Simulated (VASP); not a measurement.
Here is a VASP 6.6.1 calculation.

POSCAR

```
HfB2
1.0
    3.1145809300      0.0000000000      0.0000000000
   -1.5572904600      2.6973062000      0.0000000000
    0.0000000000      0.0000000000      3.4586846900
Hf B
1 2
Direct
    0.0000000000      0.0000000000      0.0000000000
    0.3333333300      0.6666666700      0.5000000000
    0.6666666700      0.3333333300      0.5000000000
```

The input INCAR.step1:

```
SYSTEM = HfB2
PREC = Accurate
ENCUT = 500
ISMEAR = -1
SIGMA = 0.1
LREAL = .False.
LASPH = .True.
NELM = 120
GGA = PE
ALGO = Normal
EDIFF = 1E-5
LWAVE = .True.
LCHARG = .False.
GGA_COMPAT = .False.
IBRION = 2
EDIFFG = -0.01
NELMIN = 4
NSW = 100
```

Contents of INCAR.step2:

```
SYSTEM = HfB2
PREC = Accurate
ENCUT = 500
EDIFF = 1E-7
ISMEAR = -1
SIGMA = 0.1
LREAL = .False.
LASPH = .True.
NELM = 120
ALGO = Normal
ISIF = 2
LWAVE = .False.
LCHARG = .False.
METAGGA = R2SCAN
LMIXTAU = .True.
IBRION = 2
NSW = 50
EDIFFG = -0.01
ISTART = 1
GGA_COMPAT = .False.
NELMIN = 4
```

Contents of KPOINTS:

```
Automatic mesh
0
Gamma
  12 12 10
  0 0 0
```

Potentials or basis: VASP PAW PBE potentials, release 64 (Hf_pv, B).

Command:

```console
$ cat potpaw_PBE.64/Hf_pv/POTCAR potpaw_PBE.64/B/POTCAR > POTCAR
$ cp INCAR.step1 INCAR
$ mpirun -np 1 vasp_std > vasp.out
$ cp INCAR.step2 INCAR
$ mpirun -np 1 vasp_std > vasp.out
```

Task: Predict the band gap on the k mesh.

Result: Zero (bands 8 and 9 overlap by 1.47 eV).

Final structure:
```
Hf B
1.0
     3.11458    0.00000    0.00000
    -1.55729    2.69731    0.00000
     0.00000    0.00000    3.45868
Hf B
1 2
Direct
  0.00000 0.00000 0.00000
  0.33333 0.66667 0.50000
  0.66667 0.33333 0.50000
```

Caveat: spin-orbit coupling is left out, which moves the levels of the heavy elements.
